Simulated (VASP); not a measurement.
Set up this calculation in VASP 6.6.1, as the native input.

```yaml
Task: single point
Functional: HSE06
Potentials_or_basis: VASP PAW PBE potentials, release 64 (Rb_sv, Br)
Cutoff: 520 eV
k_mesh: 4 × 4 × 4
Occupations: gaussian, width 0.01 eV
Spin: no spin polarisation
Dipole_correction: no
Grid_for_exact_exchange_PRECFOCK: Normal
Further_INCAR_settings: ALGO = Normal; EDIFF = 1e-07; NBANDS = 15
Screening_parameter: 0.2079 1/Å
```

RbBr:

```xyz
2
Lattice="0.0000 3.2674 3.5137 3.2674 0.0000 3.5137 3.2674 3.2674 0.0000" Properties=species:S:1:pos:R:3 pbc="T T T"
Rb    0.0000    0.0000    0.0000
Br    3.2674    3.2674    3.5137
```

This cell differs from its parent crystal: epitaxial xy strain -5.6%.

These files were run (other wordings do the same):

POSCAR

```
RbBr
1.0
    0.0000000000      3.2673659279      3.5137349617
    3.2673659279      0.0000000000      3.5137349617
    3.2673659279      3.2673659279      0.0000000000
Rb Br
1 1
Direct
    0.0000000000      0.0000000000      0.0000000000
    0.5000000000      0.5000000000      0.5000000000
```

INCAR.step1

```
SYSTEM = RbBr
PREC = Accurate ; ENCUT = 520
EDIFF = 1E-5 ; ISMEAR = 0
SIGMA = 0.01 ; LREAL = .False.
LASPH = .True. ; NELM = 100
ALGO = Normal ; ISIF = 2
LWAVE = .True. ; LCHARG = .False.
GGA = PE ; NBANDS = 15
```

INCAR.step2

```
SYSTEM = RbBr
PREC = Accurate ; ENCUT = 520
EDIFF = 1E-7 ; ISMEAR = 0
SIGMA = 0.01 ; LREAL = .False.
LASPH = .True. ; NELM = 100
ALGO = Normal ; ISIF = 2
LWAVE = .False. ; LCHARG = .False.
GGA = PE ; LHFCALC = .True.
HFSCREEN = 0.2079 ; PRECFOCK = Normal
ISTART = 1 ; NBANDS = 15
```

KPOINTS

```
Automatic mesh
0
Gamma
  4 4 4
  0 0 0
```

Potentials or basis: VASP PAW PBE potentials, release 64 (Rb_sv, Br).

Command:

```bash
$ cat potpaw_PBE.64/Rb_sv/POTCAR potpaw_PBE.64/Br/POTCAR > POTCAR
$ cp INCAR.step1 INCAR
$ mpirun -np 1 vasp_std > vasp.out
$ cp INCAR.step2 INCAR
$ mpirun -np 1 vasp_std > vasp.out
```

It gave:

The pressure is 2.4 GPa and the band gap on the k mesh is 5.66 eV, direct.

Caveat: the cell differs from its parent crystal (epitaxial xy strain -5.6%); the PAW data sets were made with another functional, which shifts forces and pressure a little.

Wall time 16 min on 1 thread of Oxide Virtual Turin-like Processor, with other jobs on the host, peak memory 0.29 GiB.
